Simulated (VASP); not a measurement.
# Pd (Fm-3m) in VASP: a series of runs, part 3 of 3

VASP 6.6.1. Earlier steps stand in the parts before.

**5. Relaxation of cell and atoms, PBE+D4**

Input file INCAR:

```
  ALGO = Normal
  EDIFF = 1E-7
  EDIFFG = -0.02
  ENCUT = 600
  GGA = PE
  IBRION = 2
  ISIF = 3
  ISMEAR = -1
  IVDW = 13
  LASPH = T
  LCHARG = F
  LREAL = F
  LWAVE = F
  NELM = 100
  NSW = 80
  PREC = Accurate
  SIGMA = 0.05
```

Input file KPOINTS:

```
k-points
0
Gamma
  12 12 12
```

Input file POSCAR:

```
Pd
1.0
    0.0000000000      1.9465000000      1.9465000000
    1.9465000000      0.0000000000      1.9465000000
    1.9465000000      1.9465000000      0.0000000000
Pd
1
Direct
    0.0000000000      0.0000000000      0.0000000000
```

Potentials or basis: VASP PAW PBE potentials, release 64 (Pd).

Command:

```
$ cat potpaw_PBE.64/Pd/POTCAR > POTCAR
$ mpirun -np 1 vasp_std > vasp.out
```

OUTCAR:

```text
EDIFF = 1E-7
   EDIFFG = -0.02
   ENCUT = 600
   GGA = PE
   IBRION = 2
   ISIF = 3
   ISMEAR = -1
   IVDW = 13
   LASPH = T
   LREAL = F
   NELM = 100
   NSW = 80
   PREC = Accurate

 ion  position               nearest neighbor table
   1  0.000  0.000  0.000-

  LATTYP: Found a face centered cubic cell.
 ALAT       =     3.8930000000

  Lattice vectors:

 A1 = (   0.0000000000,   1.9465000000,   1.9465000000)
 A2 = (   1.9465000000,   0.0000000000,   1.9465000000)
 A3 = (   1.9465000000,   1.9465000000,   0.0000000000)

Analysis of symmetry for initial positions (statically):
[... 33 lines left out ...]
                                     Primitive cell

  volume of cell :      14.7500

  direct lattice vectors                    reciprocal lattice vectors
     0.000000000  1.946500000  1.946500000    -0.256871307  0.256871307  0.256871307
     1.946500000  0.000000000  1.946500000     0.256871307 -0.256871307  0.256871307
     1.946500000  1.946500000  0.000000000     0.256871307  0.256871307 -0.256871307

  length of vectors
     2.752766699  2.752766699  2.752766699     0.444914156  0.444914156  0.444914156

  position of ions in fractional coordinates (direct lattice)
     0.000000000  0.000000000  0.000000000

  ion indices of the primitive-cell ions
   primitive index   ion index
                 1           1

----------------------------------------------------------------------------------------

 KPOINTS: k-points

Automatic generation of k-mesh.
 Grid dimensions read from file:
 generate k-points for:   12   12   12

 Generating k-lattice:

  Cartesian coordinates                     Fractional coordinates (reciprocal lattice)
    -0.021405942  0.021405942  0.021405942     0.083333333  0.000000000  0.000000000
     0.021405942 -0.021405942  0.021405942     0.000000000  0.083333333  0.000000000
     0.021405942  0.021405942 -0.021405942     0.000000000  0.000000000  0.083333333

  Length of vectors
     0.037076180  0.037076180  0.037076180

  Shift w.r.t. Gamma in fractional coordinates (k-lattice)
     0.000000000  0.000000000  0.000000000

 Subroutine IBZKPT returns following result:
 ===========================================

 Found     72 irreducible k-points:

 Following reciprocal coordinates:
            Coordinates               Weight
  0.000000  0.000000  0.000000      1.000000
  0.083333  0.000000  0.000000      8.000000
  0.166667  0.000000  0.000000      8.000000
  0.250000  0.000000  0.000000      8.000000
  0.333333  0.000000  0.000000      8.000000
  0.416667  0.000000  0.000000      8.000000
[... 16 lines left out ...]
  0.500000  0.166667  0.000000     24.000000
 -0.416667  0.166667  0.000000     24.000000
 [... further k-points ...]
   k-points           NKPTS =     72   k-points in BZ     NKDIM =     72   number of bands    NBANDS=      9
   number of dos      NEDOS =    301   number of ions     NIONS =      1
   total plane-waves  NPLWV =  13824
   dimension x,y,z NGX =    24 NGY =   24 NGZ =   24
   dimension x,y,z NGXF=    48 NGYF=   48 NGZF=   48
   ions per type =               1
   NGX,Y,Z   is equivalent  to a cutoff of  14.49, 14.49, 14.49 a.u.
   NGXF,Y,Z  is equivalent  to a cutoff of  28.99, 28.99, 28.99 a.u.
 SYSTEM =  unknown system
   PREC   = accura    normal or accurate (medium, high low for compatibility)
   ISTART =      0    job   : 0-new  1-cont  2-samecut
   ICHARG =      2    charge: 1-file 2-atom 10-const
   ISPIN  =      1    spin polarized calculation?
   LNONCOLLINEAR =      F non collinear calculations
   LSORBIT =      F    spin-orbit coupling
   LASPH  =      T    aspherical Exc in radial PAW
   ENCUT  =  600.0 eV  44.10 Ry    6.64 a.u.   5.50  5.50  5.50*2*pi/ulx,y,z
   NELM   =    100;   NELMIN=  2; NELMDL= -5     # of ELM steps
   EDIFF  = 0.1E-06   stopping-criterion for ELM
   LREAL  =      F    real-space projection
   EDIFFG = -.2E-01   stopping-criterion for IOM
   NSW    =     80    number of steps for IOM
   IBRION =      2    ionic relax: 0-MD 1-quasi-New 2-CG
   NFREE  =      1    steps in history (QN), initial steepest desc. (CG)
   ISIF   =      3    stress and relaxation
   ISYM   =      2    0-nonsym 1-usesym 2-fastsym
   POTIM  = 0.5000    time-step for ionic-motion
   TEBEG  =    0.0;   TEEND  =   0.0 temperature during run
   PSTRESS=    0.0 pullay stress
   NELECT =      10.0000    total number of electrons
   NUPDOWN=      -1.0000    fix difference up-down
   EMIN   =  10.00;   EMAX   =-10.00  energy-range for DOS
   EFERMI =   0.00;   METHOD = LEGACY
   ISMEAR =    -1;   SIGMA  =   0.05  broadening in eV -4-tet -1-fermi 0-gaus
   EFERMI_NEDOS =   21; number of points for ismear=-14 and -15
   IALGO  =     38    algorithm
   IMIX   =      4    mixing-type and parameters
     AMIX     =   0.40;   BMIX     =  1.00
     AMIX_MAG =   1.60;   BMIX_MAG =  1.00
  volume/ion in A,a.u.               =      14.75        99.54
  Fermi-wavevector in a.u.,A,eV,Ry     =   1.438171  2.717748 28.141404  2.068335
  Thomas-Fermi vector in A             =   2.557167
   LORBIT       =      0    0 simple, 1 ext, 2 COOP (PROOUT), +10 PAW based schemes
   GGA     = PE    functional components
   LHFCALC =     F    Hartree Fock is set to
   AEXX    =    0.0000 exact exchange contribution
   IVDW    =    13    specifies the selected vdW correction
   LEPSILON=     F    determine dielectric tensor
   LRPA    =     F    only Hartree local field effects (RPA)
 conjugate gradient relaxation of ions
 non-spin polarized calculation
  energy-cutoff  :      600.00
  volume of cell :       14.75
 maximum number of plane-waves:       531
 NGX is ok and might be reduce to    24
   NGX = 11   NGY = 11   NGZ = 11

--------------------------------------- Ionic step        1  -------------------------------------------

 number of electron      10.0000000 magnetization

 number of electron       9.9999999 magnetization

 Free energy of the ion-electron system (eV)
  ---------------------------------------------------
  ext. energy  EPLUGINS =         0.00000000
  ---------------------------------------------------
  free energy    TOTEN  =        -5.21977231 eV

  energy without entropy =       -5.20015211  energy(sigma->0) =       -5.20996221

------------------------ aborting loop because EDIFF is reached ----------------------------------------

  DFT-D4 for vdW energy calculation

  Edisp (eV):   -0.49253

  FORCE on cell =-STRESS in cart. coord.  units (eV):
  Direction    XX          YY          ZZ          XY          YZ          ZX
  --------------------------------------------------------------------------------------
  -------------------------------------------------------------------------------------
  Total       0.13975     0.13975     0.13975     0.00000     0.00000     0.00000
  in kB      15.17947    15.17947    15.17947     0.00000     0.00000     0.00000
  external pressure =       15.18 kB  Pullay stress =        0.00 kB
[... 59 lines left out ...]
  energy  without entropy=       -5.6915336518  energy(sigma->0) =       -5.70155633

--------------------------------------- Ionic step        3  -------------------------------------------

 number of electron       9.9999998 magnetization

 Free energy of the ion-electron system (eV)
  ---------------------------------------------------
  ext. energy  EPLUGINS =         0.00000000
  ---------------------------------------------------
  free energy    TOTEN  =        -5.22398402 eV

  energy without entropy =       -5.20419637  energy(sigma->0) =       -5.21409020

 E-fermi :   9.6178     XC(G=0): -13.1375

 val. band max:        9.6130018958   @ k =  -0.4167   0.4167   0.1667
 cond. band min:       9.6189803560   @ k =  -0.3333   0.4167   0.0833
 fundamental gap:      0.0059784601
 Fermi energy:         9.6177844132

 k-point     1 :       0.0000    0.0000    0.0000
  band No.  band energies     occupation
      1       2.5713      2.00000
      2       6.8357      2.00000
      3       6.8357      2.00000
      4       6.8357      2.00000
      5       8.4255      2.00000
      6       8.4255      2.00000
      7      26.8383      0.00000
      8      31.5718      0.00000
      9      31.5718      0.00000
[... 265 lines left out ...]
 k-point    24 :      -0.4167    0.1667    0.0000
  band No.  band energies     occupation
      1       5.0130      2.00000
      2       6.3693      2.00000
      3       7.3205      2.00000
      4       7.7398      2.00000
      5       9.3884      1.97986
      6      13.2496      0.00000
      7      17.1792      0.00000
      8      25.4294      0.00000
      9      28.4701      0.00000

 [... further k-points ...]

------------------------ aborting loop because EDIFF is reached ----------------------------------------

  DFT-D4 for vdW energy calculation

  Edisp (eV):   -0.48887

  FORCE on cell =-STRESS in cart. coord.  units (eV):
  Direction    XX          YY          ZZ          XY          YZ          ZX
  --------------------------------------------------------------------------------------
  -------------------------------------------------------------------------------------
  Total       0.00181     0.00181     0.00181     0.00000     0.00000    -0.00000
  in kB       0.19504     0.19504     0.19504     0.00000     0.00000    -0.00000
  external pressure =        0.20 kB  Pullay stress =        0.00 kB
[... 16 lines left out ...]
  FREE ENERGIE OF THE ION-ELECTRON SYSTEM (eV)
  ---------------------------------------------------
  free  energy   TOTEN  =        -5.7128527984 eV

  energy  without entropy=       -5.6930651466  energy(sigma->0) =       -5.70295897

 reached required accuracy - stopping structural energy minimisation
```

OSZICAR:

```text
N       E                     dE             d eps       ncg     rms          rms(c)
DAV:   1     0.443816355872E+02    0.44382E+02   -0.57471E+03  1304   0.117E+03
DAV:   2    -0.509930781550E+01   -0.49481E+02   -0.47887E+02  1404   0.209E+02
DAV:   3    -0.550323118899E+01   -0.40392E+00   -0.39727E+00  1526   0.222E+01
[... 21 lines left out ...]
DAV:   2    -0.522399468471E+01    0.19676E-01   -0.97921E-02  1307   0.290E+00    0.221E-01
DAV:   3    -0.522394382474E+01    0.50860E-04   -0.39514E-04  1444   0.165E-01    0.136E-01
DAV:   4    -0.522398449847E+01   -0.40674E-04   -0.22209E-04  1445   0.136E-01    0.115E-02
DAV:   5    -0.522398396086E+01    0.53760E-06   -0.27891E-06  1361   0.165E-02    0.479E-03
DAV:   6    -0.522398402387E+01   -0.63008E-07   -0.32088E-07  1498   0.653E-03
   3 F= -.57128528E+01 E0= -.57029590E+01  d E =-.546871E-03
```

Wall time 40 s (1 thread of Intel Xeon 8259CL, shared host); peak memory 0.15 GiB.

Results:

```yaml
Free_energy: -5.7129 eV
Relaxed_volume: 14.87 Å³/atom
Relaxed_cell: a = 2.760 Å, b = 2.760 Å, c = 2.760 Å, α = 60.00°, β = 60.00°, γ = 60.00°
Space_group_after_relaxing_to_0.05_Å: Fm-3m (No. 225)
Energy_gained_by_relaxing: 0.5 meV/atom
Ionic_steps: 3
Pressure_after_relaxing: 0.0 GPa
Band_gap_on_the_k_mesh: zero (band 5 reaches 9.92 eV, above the bottom of band 6 at 8.36 eV)
Dispersion_energy_per_atom: -0.489 eV
```

The path:
| step | energy change (eV) | largest force (eV/Å) | pressure (GPa) | volume (Å³) |
| --- | --- | --- | --- | --- |
| 1 | 0.0000 | 0.0000 | 1.52 | 14.75 |
| 2 | 0.0007 | 0.0000 | -2.19 | 15.05 |
| 3 | -0.0005 | 0.0000 | 0.02 | 14.87 |

Final structure:
```xyz
1
Lattice="0.0000 1.9516 1.9516 1.9516 0.0000 1.9516 1.9516 1.9516 0.0000" Properties=species:S:1:pos:R:3 pbc="T T T"
Pd    0.0000    0.0000    0.0000
```

Caveat: pairwise dispersion overbinds metals, which lowers pressure and volume.

**6. Summary**

| task | level | cell | cutoff (eV) | smearing | gap on the mesh (eV) | pressure (GPa) |
| --- | --- | --- | --- | --- | --- | --- |
| single point | RPBE | a = 2.753 Å, angles 60.0°, 1 atom | 520 | gaussian 0.1 eV | none | 11.3 |
| single point | PBE+D4 | a = 2.762 Å, angles 60.0°, 1 atom | 520 | fermi-dirac 0.05 eV | none | -0.3 |
| single point | BLYP+D4 | a = 2.791 Å, angles 60.0°, 1 atom | 520 | fermi-dirac 0.05 eV | none | 0.4 |
| relaxation of cell and atoms | PBE+D4 | relaxed from a = 2.753 Å, angles 60.0°, 1 atom | 600 | fermi-dirac 0.05 eV | none | 0.0 |

Alike in all rows: potentials or basis VASP PAW PBE potentials, release 64 (Pd); no spin polarisation; k mesh 12 × 12 × 12.

Caveats: pairwise dispersion overbinds metals, which lowers pressure and volume (some runs); the PAW data sets were made with another functional, which shifts forces and pressure a little (some runs).

Absolute energies hang on the potentials; compare differences alone.
